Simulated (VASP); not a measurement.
# Ga2SeS2 (P4/mmm) in VASP: notebook

Ga2SeS2 is run at these levels: PBE; tasks: relaxation of cell and atoms, single point.

Program: VASP 6.6.1. These are calculated values, not measurements. Logs are shortened: lines on timing, memory, paths and dates and some standing lists are left out, and cuts for length are marked.

### 1 The cell of the first run

It takes space group P4/mmm (No. 123, tetragonal). Conventional cell: a = 4.999 Å, b = 4.999 Å, c = 5.474 Å, α = 90.00°, β = 90.00°, γ = 90.00°. Within 3.6 Å of Ga (site symmetry 4mm) lie 2 Ga at 2.70 to 2.77 Å and 4 S at 2.84 Å. Se (site symmetry 4/mmm) has 4 S at 2.50 Å within 3.3 Å. S (site symmetry mmm) has 2 Se at 2.50 Å and 4 Ga at 2.84 Å within 3.3 Å.

The cell was built from a structure type or drawn by symmetry, and may not be a known phase.

### 2 Relaxation of cell and atoms, PBE

The input, INCAR:

```
SYSTEM = Ga2SeS2
  PREC = Accurate
  ENCUT = 500
  EDIFF = 1E-7
  ISMEAR = 0
  SIGMA = 0.1
  LREAL = .False.
  LASPH = .True.
  NELM = 120
  ALGO = Normal
  ISIF = 3
  LWAVE = .False.
  LCHARG = .False.
  GGA = PE
  IBRION = 2
  NSW = 100
  EDIFFG = -0.01
  GGA_COMPAT = .False.
  NELMIN = 4
```

The input, KPOINTS:

```
Automatic mesh
0
Gamma
  8 8 8
  0 0 0
```

The input, POSCAR:

```
Ga2SeS2
1.0
    4.9989347996      0.0000000000      0.0000000000
    0.0000000000      4.9989347996      0.0000000000
    0.0000000000      0.0000000000      5.4736212097
Ga Se S
2 1 2
Direct
    0.0000000000      0.0000000000      0.7467029844
    0.0000000000      0.0000000000      0.2532970156
    0.5000000000      0.5000000000      0.5000000000
    0.0000000000      0.5000000000      0.5000000000
    0.5000000000      0.0000000000      0.5000000000
```

Potentials or basis: VASP PAW PBE potentials, release 64 (Ga_d, Se, S).

Run with:

```console
> cat potpaw_PBE.64/Ga_d/POTCAR potpaw_PBE.64/Se/POTCAR potpaw_PBE.64/S/POTCAR > POTCAR
> mpirun -np 1 vasp_std > vasp.out
```

OUTCAR:

```text
SYSTEM = Ga2SeS2
   PREC = Accurate
   ENCUT = 500
   EDIFF = 1E-7
   ISMEAR = 0
   LREAL = .False.
   LASPH = .True.
   NELM = 120
   ISIF = 3
   GGA = PE
   IBRION = 2
   NSW = 100
   EDIFFG = -0.01
   NELMIN = 4

 ion  position               nearest neighbor table
   1  0.000  0.000  0.747-   2 2.70   2 2.77   4 2.84   5 2.84   4 2.84   5 2.84
   2  0.000  0.000  0.253-   1 2.70   1 2.77   5 2.84   4 2.84   4 2.84   5 2.84
   3  0.500  0.500  0.500-   4 2.50   5 2.50   5 2.50   4 2.50
   4  0.000  0.500  0.500-   3 2.50   3 2.50   1 2.84   1 2.84   2 2.84   2 2.84
   5  0.500  0.000  0.500-   3 2.50   3 2.50   1 2.84   2 2.84   1 2.84   2 2.84

  LATTYP: Found a simple tetragonal cell.
 ALAT       =     4.9989347996
 C/A-ratio  =     1.0949575118

  Lattice vectors:

 A1 = (   4.9989347996,   0.0000000000,   0.0000000000)
 A2 = (   0.0000000000,   4.9989347996,   0.0000000000)
 A3 = (   0.0000000000,   0.0000000000,   5.4736212097)

Analysis of symmetry for initial positions (statically):
=====================================================================
 Subroutine PRICEL returns:
 Original cell was already a primitive cell.

 Routine SETGRP: Setting up the symmetry group for a
 simple tetragonal supercell.

 Subroutine GETGRP returns: Found 16 space group operations
 (whereof 16 operations were pure point group operations)
 out of a pool of 16 trial point group operations.

The static configuration has the point symmetry D_4h.

Analysis of symmetry for dynamics (positions and initial velocities):
=====================================================================
 Subroutine PRICEL returns:
 Original cell was already a primitive cell.

 Routine SETGRP: Setting up the symmetry group for a
 simple tetragonal supercell.

 Subroutine GETGRP returns: Found 16 space group operations
 (whereof 16 operations were pure point group operations)
 out of a pool of 16 trial point group operations.

The dynamic configuration has the point symmetry D_4h.

 Subroutine INISYM returns: Found 16 space group operations
 (whereof 16 operations are pure point group operations),
 and found     1 'primitive' translations

----------------------------------------------------------------------------------------

                                     Primitive cell

  volume of cell :     136.7822

  direct lattice vectors                    reciprocal lattice vectors
[... 95 lines left out ...]
   EDIFFG = -.1E-01   stopping-criterion for IOM
   NSW    =    100    number of steps for IOM
   IBRION =      2    ionic relax: 0-MD 1-quasi-New 2-CG
   NFREE  =      1    steps in history (QN), initial steepest desc. (CG)
   ISIF   =      3    stress and relaxation
   ISYM   =      2    0-nonsym 1-usesym 2-fastsym
   POTIM  = 0.5000    time-step for ionic-motion
   TEBEG  =    0.0;   TEEND  =   0.0 temperature during run
   PSTRESS=    0.0 pullay stress
   NELECT =      44.0000    total number of electrons
   NUPDOWN=      -1.0000    fix difference up-down
   EMIN   =  10.00;   EMAX   =-10.00  energy-range for DOS
   EFERMI =   0.00;   METHOD = LEGACY
   ISMEAR =     0;   SIGMA  =   0.10  broadening in eV -4-tet -1-fermi 0-gaus
   EFERMI_NEDOS =   21; number of points for ismear=-14 and -15
   IALGO  =     38    algorithm
   IMIX   =      4    mixing-type and parameters
     AMIX     =   0.40;   BMIX     =  1.00
     AMIX_MAG =   1.60;   BMIX_MAG =  1.00
  volume/ion in A,a.u.               =      27.36       184.61
  Fermi-wavevector in a.u.,A,eV,Ry     =   1.121715  2.119734 17.119454  1.258244
  Thomas-Fermi vector in A             =   2.258370
   LORBIT       =      0    0 simple, 1 ext, 2 COOP (PROOUT), +10 PAW based schemes
   GGA     = PE    functional components
   LHFCALC =     F    Hartree Fock is set to
   AEXX    =    0.0000 exact exchange contribution
   IVDW    =     0    specifies the selected vdW correction
   LEPSILON=     F    determine dielectric tensor
   LRPA    =     F    only Hartree local field effects (RPA)
 conjugate gradient relaxation of ions
 non-spin polarized calculation
 Gauss-broadening in eV      SIGMA  =   0.10
  energy-cutoff  :      500.00
  volume of cell :      136.78
 maximum number of plane-waves:      3508
   NGX = 19   NGY = 19   NGZ = 19

 number of electron      43.9999973 magnetization

 Free energy of the ion-electron system (eV)
  ---------------------------------------------------
  ext. energy  EPLUGINS =         0.00000000
  ---------------------------------------------------
  free energy    TOTEN  =       -17.21120589 eV

  energy without entropy =      -17.20002119  energy(sigma->0) =      -17.20561354

 E-fermi :   2.5906     XC(G=0):  -8.3214

 val. band max:        2.5788561591   @ k =   0.2500   0.0000   0.0000
 cond. band min:       2.5966028874   @ k =   0.1250   0.0000   0.2500
 fundamental gap:      0.0177467283
 Fermi energy:         2.5906276216

 k-point     1 :       0.0000    0.0000    0.0000
  band No.  band energies     occupation
      1     -12.7842      2.00000
      2     -12.4446      2.00000
      3     -12.3173      2.00000
      4     -12.3173      2.00000
      5     -12.3105      2.00000
      6     -12.2491      2.00000
[... 685 lines left out ...]
     25       4.5896      0.00000
     26       5.7758      0.00000

 [... further k-points ...]

------------------------ aborting loop because EDIFF is reached ----------------------------------------

  FORCE on cell =-STRESS in cart. coord.  units (eV):
  Direction    XX          YY          ZZ          XY          YZ          ZX
  --------------------------------------------------------------------------------------
  -------------------------------------------------------------------------------------
  Total        0.0024273      0.0024273      0.0474585      0.0000000      0.0000000      0.0000000
  in kB        0.0284321      0.0284321      0.5558976      0.0000000      0.0000000      0.0000000
  external PRESSURE =       0.2042539 kB  Pullay stress =       0.0000000 kB

 VOLUME and BASIS-vectors are now :
 -----------------------------------------------------------------------------
  energy-cutoff  :      500.00
  volume of cell :      136.78
      direct lattice vectors                 reciprocal lattice vectors
     4.998934800  0.000000000  0.000000000     0.200042617  0.000000000  0.000000000
     0.000000000  4.998934800  0.000000000     0.000000000  0.200042617  0.000000000
     0.000000000  0.000000000  5.473621210     0.000000000  0.000000000  0.182694410

 POSITION                                       TOTAL-FORCE (eV/Angst)
 -----------------------------------------------------------------------------------
      0.00000      0.00000      4.08717         0.000000     -0.000000      0.006518
      0.00000      0.00000      1.38645         0.000000      0.000000     -0.006518
      2.49947      2.49947      2.73681         0.000000     -0.000000      0.000000
      0.00000      2.49947      2.73681         0.000000     -0.000000      0.000000
      2.49947      0.00000      2.73681         0.000000     -0.000000      0.000000
 -----------------------------------------------------------------------------------
    total drift:                                0.000000     -0.000000      0.000000

  FREE ENERGIE OF THE ION-ELECTRON SYSTEM (eV)
  ---------------------------------------------------
  free  energy   TOTEN  =       -17.2112058916 eV

  energy  without entropy=      -17.2000211861  energy(sigma->0) =      -17.20561354

 reached required accuracy - stopping structural energy minimisation
```

OSZICAR:

```text
N       E                     dE             d eps       ncg     rms          rms(c)
DAV:   1     0.351468315999E+03    0.35147E+03   -0.20152E+04  3920   0.206E+03
DAV:   2     0.342323311914E+02   -0.31724E+03   -0.31145E+03  4400   0.469E+02
DAV:   3    -0.147834909215E+02   -0.49016E+02   -0.47774E+02  5120   0.147E+02
DAV:   4    -0.174846959988E+02   -0.27012E+01   -0.26610E+01  4776   0.329E+01
DAV:   5    -0.175876813979E+02   -0.10299E+00   -0.10218E+00  5400   0.581E+00    0.106E+01
DAV:   6    -0.172112382357E+02    0.37644E+00   -0.11780E+00  5548   0.102E+01    0.674E+00
DAV:   7    -0.172074158582E+02    0.38224E-02   -0.30231E-01  5076   0.289E+00    0.165E+00
DAV:   8    -0.172088000437E+02   -0.13842E-02   -0.46573E-02  4990   0.205E+00    0.392E-01
DAV:   9    -0.172104485261E+02   -0.16485E-02   -0.62988E-03  4644   0.761E-01    0.239E-01
DAV:  10    -0.172108724126E+02   -0.42389E-03   -0.11186E-03  5228   0.211E-01    0.559E-02
DAV:  11    -0.172111878888E+02   -0.31548E-03   -0.55177E-04  4946   0.151E-01    0.240E-02
DAV:  12    -0.172111990699E+02   -0.11181E-04   -0.64914E-05  4810   0.519E-02    0.206E-02
DAV:  13    -0.172112040947E+02   -0.50248E-05   -0.17984E-05  4788   0.201E-02    0.422E-03
DAV:  14    -0.172112058210E+02   -0.17263E-05   -0.39667E-06  4914   0.128E-02    0.362E-03
DAV:  15    -0.172112058916E+02   -0.70591E-07   -0.21628E-07  3808   0.345E-03
   1 F= -.17211206E+02 E0= -.17205614E+02  d E =-.172112E+02
```

CONTCAR:

```text
Ga2SeS2
   1.00000000000000
     4.9989347995999998    0.0000000000000000    0.0000000000000000
     0.0000000000000000    4.9989347995999998    0.0000000000000000
     0.0000000000000000    0.0000000000000000    5.4736212097000001
  Ga              Se              S
     2     1     2
Direct
     0.0000000000000000    0.0000000000000000    0.7467029844000024
     0.0000000000000000    0.0000000000000000    0.2532970155999976
     0.5000000000000000    0.5000000000000000    0.5000000000000000
     0.0000000000000000    0.5000000000000000    0.5000000000000000
     0.5000000000000000    0.0000000000000000    0.5000000000000000

  0.00000000E+00  0.00000000E+00  0.00000000E+00
  0.00000000E+00  0.00000000E+00  0.00000000E+00
  0.00000000E+00  0.00000000E+00  0.00000000E+00
  0.00000000E+00  0.00000000E+00  0.00000000E+00
  0.00000000E+00  0.00000000E+00  0.00000000E+00
```

Run time: 6.5 min. Hardware: 1 thread of Intel Xeon 8259CL, shared host; peak memory 0.39 GiB.

What came out:

```
Free energy                  : -17.2112 eV
Pressure after relaxing      : 0.0 GPa
Largest force after relaxing : 0.007 eV/Å
Band gap on the k mesh       : zero (bands 22 and 23 overlap by 1.43 eV)
```

Forces in eV/Å, atoms in the order of the input:
```
Ga   0.000  0.000  0.007
Ga   0.000  0.000 -0.007
Se   0.000  0.000  0.000
S    0.000  0.000  0.000
S    0.000  0.000  0.000
```

Final structure:
```cif
data_structure
_symmetry_space_group_name_H-M 'P 1'
_symmetry_Int_Tables_number 1
_cell_length_a 4.9989
_cell_length_b 4.9989
_cell_length_c 5.4736
_cell_angle_alpha 90.000
_cell_angle_beta 90.000
_cell_angle_gamma 90.000
_cell_volume 136.78
loop_
_atom_site_label
_atom_site_type_symbol
_atom_site_fract_x
_atom_site_fract_y
_atom_site_fract_z
_atom_site_occupancy
Ga1 Ga 0.00000 0.00000 0.74670 1
Ga2 Ga 0.00000 0.00000 0.25330 1
Se1 Se 0.50000 0.50000 0.50000 1
S1 S 0.00000 0.50000 0.50000 1
S2 S 0.50000 0.00000 0.50000 1
```

Caveat: the relaxation stopped at its first step, so nothing moved.

### 3 Single point, PBE

This run uses another cell than the first one, of 25.72 Å³/atom.

The input, INCAR:

```
SYSTEM = Ga2SeS2
  PREC = Accurate
  ENCUT = 520
  EDIFF = 1E-7
  ISMEAR = 0
  SIGMA = 0.1
  LREAL = .False.
  LASPH = .True.
  NELM = 60
  ALGO = Normal
  ISIF = 2
  LWAVE = .False.
  LCHARG = .False.
  GGA = PE
  NBANDS = 30
```

The input, KPOINTS:

```
regular mesh
0
Gamma
  4 4 4
  0 0 0
```

The input, POSCAR:

```
Ga2SeS2
1.0
    5.0445940646      0.0000000000      0.0000000000
    0.0000000000      5.0445940646      0.0000000000
    0.0000000000      0.0000000000      5.0529465459
Ga Se S
2 1 2
Direct
    0.0000000000      0.0000000000      0.7444317553
    0.0000000000      0.0000000000      0.2555682447
    0.5000000000      0.5000000000      0.5000000000
    0.0000000000      0.5000000000      0.5000000000
    0.5000000000      0.0000000000      0.5000000000
```

Potentials or basis: VASP PAW PBE potentials, release 64 (Ga_d, Se, S).

Run with:

```console
> cat potpaw_PBE.64/Ga_d/POTCAR potpaw_PBE.64/Se/POTCAR potpaw_PBE.64/S/POTCAR > POTCAR
> mpirun -np 1 vasp_std > vasp.out
```

OUTCAR:

```text
SYSTEM = Ga2SeS2
   PREC = Accurate
   ENCUT = 520
   EDIFF = 1E-7
   ISMEAR = 0
   LREAL = .False.
   LASPH = .True.
   NELM = 60
   ISIF = 2
   GGA = PE

 ion  position               nearest neighbor table
   1  0.000  0.000  0.744-   2 2.47   2 2.58   4 2.81   5 2.81   4 2.81   5 2.81
   2  0.000  0.000  0.256-   1 2.47   1 2.58   5 2.81   4 2.81   4 2.81   5 2.81
   3  0.500  0.500  0.500-   4 2.52   5 2.52   5 2.52   4 2.52
   4  0.000  0.500  0.500-   3 2.52   3 2.52   1 2.81   1 2.81   2 2.81   2 2.81
   5  0.500  0.000  0.500-   3 2.52   3 2.52   1 2.81   2 2.81   1 2.81   2 2.81

  LATTYP: Found a simple tetragonal cell.
 ALAT       =     5.0445940646
 C/A-ratio  =     1.0016557291

  Lattice vectors:

 A1 = (   5.0445940646,   0.0000000000,   0.0000000000)
 A2 = (   0.0000000000,   5.0445940646,   0.0000000000)
 A3 = (   0.0000000000,   0.0000000000,   5.0529465459)

Analysis of symmetry for initial positions (statically):
=====================================================================
 Subroutine PRICEL returns:
 Original cell was already a primitive cell.

 Routine SETGRP: Setting up the symmetry group for a
[... 171 lines left out ...]
 cond. band min:       2.8914481179   @ k =   0.2500   0.0000   0.2500
 fundamental gap:      0.0194559947
 Fermi energy:         2.8863873109

 k-point     1 :       0.0000    0.0000    0.0000
  band No.  band energies     occupation
      1     -12.4800      2.00000
      2     -12.2499      2.00000
      3     -12.2499      2.00000
      4     -12.2059      2.00000
      5     -12.1893      2.00000
      6     -12.1345      2.00000
[... 583 lines left out ...]
     29       8.2237      0.00000
     30       8.9111      0.00000

------------------------ aborting loop because EDIFF is reached ----------------------------------------

  FORCE on cell =-STRESS in cart. coord.  units (eV):
  Direction    XX          YY          ZZ          XY          YZ          ZX
  --------------------------------------------------------------------------------------
  -------------------------------------------------------------------------------------
  Total        0.0136590      0.0136590     -0.0230626      0.0000000     -0.0000000      0.0000000
  in kB        0.1701895      0.1701895     -0.2873574      0.0000000     -0.0000000      0.0000000
  external PRESSURE =       0.0176739 kB  Pullay stress =       0.0000000 kB

 VOLUME and BASIS-vectors are now :
 -----------------------------------------------------------------------------
  energy-cutoff  :      520.00
  volume of cell :      128.59
      direct lattice vectors                 reciprocal lattice vectors
     5.044594065  0.000000000  0.000000000     0.198232006  0.000000000  0.000000000
     0.000000000  5.044594065  0.000000000     0.000000000  0.198232006  0.000000000
     0.000000000  0.000000000  5.052946546     0.000000000  0.000000000  0.197904330

 POSITION                                       TOTAL-FORCE (eV/Angst)
 -----------------------------------------------------------------------------------
      0.00000      0.00000      3.76157         0.000000      0.000000      0.002402
      0.00000      0.00000      1.29137         0.000000     -0.000000     -0.002402
      2.52230      2.52230      2.52647         0.000000      0.000000      0.000000
      0.00000      2.52230      2.52647         0.000000      0.000000      0.000000
      2.52230      0.00000      2.52647         0.000000      0.000000      0.000000
 -----------------------------------------------------------------------------------
    total drift:                               -0.000000      0.000000     -0.000000

  FREE ENERGIE OF THE ION-ELECTRON SYSTEM (eV)
  ---------------------------------------------------
  free  energy   TOTEN  =       -17.4172181780 eV

  energy  without entropy=      -17.4062258884  energy(sigma->0) =      -17.41172203
```

Run time: 27 s. Hardware: 1 thread of Intel Xeon 6975P-C (Granite Rapids), shared host; peak memory 0.27 GiB.

Results:

```yaml
Free_energy: -17.4172 eV
Pressure: 0.0 GPa
Band_gap_on_the_k_mesh: zero (bands 22 and 23 overlap by 1.33 eV)
```

Forces on the atoms (eV/Å):
```
Ga   0.000  0.000  0.002
Ga   0.000  0.000 -0.002
Se   0.000  0.000  0.000
S    0.000  0.000  0.000
S    0.000  0.000  0.000
```

### 4 Single point, PBE

This run uses another cell than the first one, of 26.41 Å³/atom.

The input, INCAR:

```
SYSTEM = Ga2SeS2
PREC     = Accurate       ! precision mode
ENCUT    = 520            ! plane-wave cutoff, eV
EDIFF    = 1E-7           ! SCF threshold, eV
ISMEAR   = 0              ! smearing method
SIGMA    = 0.1            ! smearing width, eV
LREAL    = .False.        ! projectors in reciprocal space
LASPH    = .True.         ! aspherical terms in the spheres
NELM     = 80             ! most SCF steps
ALGO     = Normal         ! electronic algorithm
ISIF     = 2              ! what is computed and relaxed
LWAVE    = .False.        ! write WAVECAR
LCHARG   = .True.         ! write CHGCAR
GGA      = PE             ! functional
LELF     = .True.         ! ELF
LVHAR    = .True.       
NBANDS   = 30             ! bands
```

The input, KPOINTS:

```
Automatic mesh
0
Gamma
  4 4 4
  0 0 0
```

The input, POSCAR:

```
Ga2SeS2
1.0
    5.0486722200      0.0000000000      0.0000000000
    0.0000000000      5.0486722200      0.0000000000
    0.0000000000      0.0000000000      5.1806098500
Ga Se S
2 1 2
Direct
    0.0000000000      0.0000000000      0.7641094100
    0.0000000000      0.0000000000      0.2358905900
    0.5000000000      0.5000000000      0.5000000000
    0.0000000000      0.5000000000      0.5000000000
    0.5000000000      0.0000000000      0.5000000000
```

Run with:

```console
> cat potpaw_PBE.64/Ga_d/POTCAR potpaw_PBE.64/Se/POTCAR potpaw_PBE.64/S/POTCAR > POTCAR
> mpirun -np 1 vasp_std > vasp.out
```

Run time: 30 s. Hardware: 1 thread of Intel Xeon 6975P-C (Granite Rapids), shared host; peak memory 0.27 GiB.

Results (log left out):

* Free energy: -17.1992 eV
* Pressure: -0.6 GPa
* Largest force: 1.925 eV/Å
* Band gap on the k mesh: zero (bands 22 and 23 overlap by 1.18 eV)

Forces on the atoms (eV/Å):
```
Ga   0.000  0.000 -1.925
Ga   0.000  0.000  1.925
Se   0.000  0.000  0.000
S    0.000  0.000  0.000
S    0.000  0.000  0.000
```

Stress tensor (GPa, compression positive):
```
-0.94  0.00  0.00
 0.00 -0.94  0.00
 0.00  0.00  0.06
```

Levels at points of the mesh, in eV from the Fermi level:
| k point | band 18 | band 19 | band 20 | band 21 | band 22 | band 23 | band 24 | band 25 | band 26 | band 27 |
| --- | --- | --- | --- | --- | --- | --- | --- | --- | --- | --- |
| (0.00, 0.00, 0.00) | -3.00 | -3.00 | -1.84 | -1.20 | -0.71 | 1.72 | 3.31 | 3.31 | 3.32 | 3.32 |
| (0.50, 0.00, 0.00) | -3.45 | -3.15 | -1.58 | -0.98 | -0.33 | 0.07 | 0.96 | 1.98 | 3.51 | 3.73 |
| (0.50, 0.50, 0.00) | -2.09 | -1.98 | -1.68 | -1.36 | -0.82 | -0.82 | -0.69 | 0.82 | 0.82 | 2.58 |
| (0.00, 0.00, 0.50) | -2.89 | -2.84 | -2.84 | -2.05 | 0.36 | 1.03 | 1.03 | 4.75 | 4.83 | 5.06 |
| (0.50, 0.00, 0.50) | -3.75 | -1.93 | -1.48 | -1.38 | -0.59 | 1.15 | 1.33 | 3.07 | 3.84 | 4.80 |
| (0.50, 0.50, 0.50) | -2.04 | -1.97 | -1.34 | -0.80 | -0.80 | -0.67 | 1.14 | 3.15 | 3.15 | 3.27 |

Caveat: forces of over 1 eV/Å act on the atoms, so gaps and moduli don't describe the material at rest.

[end of part 1 of 2]
